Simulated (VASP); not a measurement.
Input of a VASP 6.6.1 run:

The input INCAR:

```
  ALGO = Normal
  EDIFF = 1E-6
  ENCUT = 520
  GGA = PE
  ISIF = 2
  ISMEAR = -1
  LASPH = T
  LCHARG = F
  LREAL = F
  LWAVE = F
  NBANDS = 16
  NELM = 100
  PREC = Accurate
  SIGMA = 0.15
```

File KPOINTS:

```
k-points
0
Gamma
  12 12 12
```

Contents of POSCAR:

```
GaSb
1.0
    0.0000000000      3.1078060451      3.1078060451
    3.1078060451      0.0000000000      3.1078060451
    3.1078060451      3.1078060451      0.0000000000
Ga Sb
1 1
Direct
    0.0000000000      0.0000000000      0.0000000000
    0.7500000000      0.7500000000      0.7500000000
```

Potentials or basis: VASP PAW PBE potentials, release 64 (Ga_d, Sb).

Run with:

```console
$ cat potpaw_PBE.64/Ga_d/POTCAR potpaw_PBE.64/Sb/POTCAR > POTCAR
$ mpirun -np 1 vasp_std > vasp.out
```

Problem. Predict the pressure.

Solution. 0.1 GPa.

Problem. Predict the band gap on the k mesh.

Solution. Zero (filled and empty bands touch).

Caveat: spin-orbit coupling is left out, which moves the levels of the heavy elements.
